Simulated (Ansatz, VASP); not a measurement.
One calculation of TiAl3, two programs

```
Ti Al
1.0
     3.94834    0.00000    0.00000
     0.00000    3.94834    0.00000
     0.00000    0.00000    3.94834
Ti Al
1 3
Direct
  0.00000 0.00000 0.00000
  0.50000 0.50000 0.00000
  0.50000 0.00000 0.50000
  0.00000 0.50000 0.50000
```

Alike in both runs: task single point; functional PBEsol; k mesh 14 × 14 × 14; occupations gaussian, width 0.15 eV; no spin polarisation.

|  | VASP | Ansatz |
| --- | --- | --- |
| version | VASP 6.6.1 | Ansatz 0.2.0 |
| potentials or method | VASP PAW PBE potentials, release 64 (Ti_sv, Al), cutoff 520 eV | scalar-relativistic, plane waves, PAW |
| valence electrons in the cell | 21 | 21 |

|  | VASP | Ansatz | Ansatz less VASP |
| --- | --- | --- | --- |
| gap on the k mesh at the Fermi level (eV) | none | none | - |
| pressure (GPa) | 0.2 | 0.0 | -0.11 |

VASP's potentials were made for PBE, not for PBEsol. A gap of «none» marks a metal or a gap that the smearing closes. The functional is the same, so the differences come from potentials, cutoffs and numerics.
